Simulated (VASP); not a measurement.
A run of VASP 6.6.1:

File INCAR:

```
  PREC = Accurate
  ENCUT = 500
  EDIFF = 1E-6
  ISMEAR = -1
  SIGMA = 0.02
  LREAL = F
  LASPH = T
  NELM = 120
  ALGO = Normal
  ISIF = 2
  LWAVE = F
  LCHARG = F
  GGA = PE
  NBANDS = 20
  GGA_COMPAT = F
```

Contents of KPOINTS:

```
Automatic mesh
0
Gamma
  2 2 2
```

POSCAR

```
WS2
1.0
    3.2287644061      0.0000000000      0.0000000000
   -1.6143822031      2.7961919985      0.0000000000
    0.0000000000      0.0000000000      5.9936451124
W S
1 2
Direct
    0.0000000000      0.0000000000      0.0000000000
    0.3333333333      0.6666666667      0.2566832689
    0.6666666667      0.3333333333      0.7433167311
```

Potentials or basis: VASP PAW PBE potentials, release 64 (W_sv, S).

Command:

```console
$ cat potpaw_PBE.64/W_sv/POTCAR potpaw_PBE.64/S/POTCAR > POTCAR
$ mpirun -np 1 vasp_std > vasp.out
```

Hardware: 1 thread of AMD EPYC 7R13 (shared host).

Question: How long does it take, and how much memory?

Answer: Run time: 11 s on 1 thread of AMD EPYC 7R13 (shared host), peak memory 0.13 GiB. Counts: scf iterations 17, k points 4.
